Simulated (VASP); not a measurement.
Set up this calculation in VASP 6.6.1, as the native input.

```yaml
Task: single point
Functional: LDA
Potentials_or_basis: VASP PAW LDA potentials, release 64 (Cd, S)
Cutoff: 520 eV
k_mesh: 5 × 5 × 5
Occupations: fermi-dirac, width 0.05 eV
Spin: no spin polarisation
Dipole_correction: no
Further_INCAR_settings: ALGO = Normal; EDIFF = 1e-07; NBANDS = 16
```

The structure of CdS lies in POSCAR:

```
CdS
1.0
    0.0000000000      2.7532440000      2.7532440000
    2.7532440000      0.0000000000      2.7532440000
    2.7532440000      2.7532440000      0.0000000000
Cd S
1 1
Direct
    0.0108340000      0.0226670000     -0.0217870000
    0.5061420000      0.5073870000      0.4803130000
```

The input as run:

INCAR

```
SYSTEM = CdS
PREC     = Accurate       ! precision mode
ENCUT    = 520            ! plane-wave cutoff, eV
EDIFF    = 1E-7           ! SCF threshold, eV
ISMEAR   = -1             ! smearing method
SIGMA    = 0.05           ! smearing width, eV
LREAL    = .False.        ! projectors in reciprocal space
LASPH    = .True.         ! aspherical terms in the spheres
NELM     = 60             ! most SCF steps
ALGO     = Normal         ! electronic algorithm
ISIF     = 2              ! what is computed and relaxed
LWAVE    = .False.        ! write WAVECAR
LCHARG   = .False.        ! write CHGCAR
GGA      = CA             ! functional
NBANDS   = 16             ! bands
```

KPOINTS

```
Automatic mesh
0
Gamma
  5 5 5
  0 0 0
```

Potentials or basis: VASP PAW LDA potentials, release 64 (Cd, S).

Run with:

```console
$ cat potpaw_LDA.64/Cd/POTCAR potpaw_LDA.64/S/POTCAR > POTCAR
$ mpirun -np 1 vasp_std > vasp.out
```

It gave:

The pressure is -6.2 GPa. The largest force is 0.051 eV/Å and the band gap on the k mesh is 0.51 eV, indirect (least direct gap 1.30 eV).

Wall time 20 s on 1 thread of Intel(R) Xeon(R) 6975P-C (Granite Rapids), with other jobs on the host, peak memory 0.16 GiB.
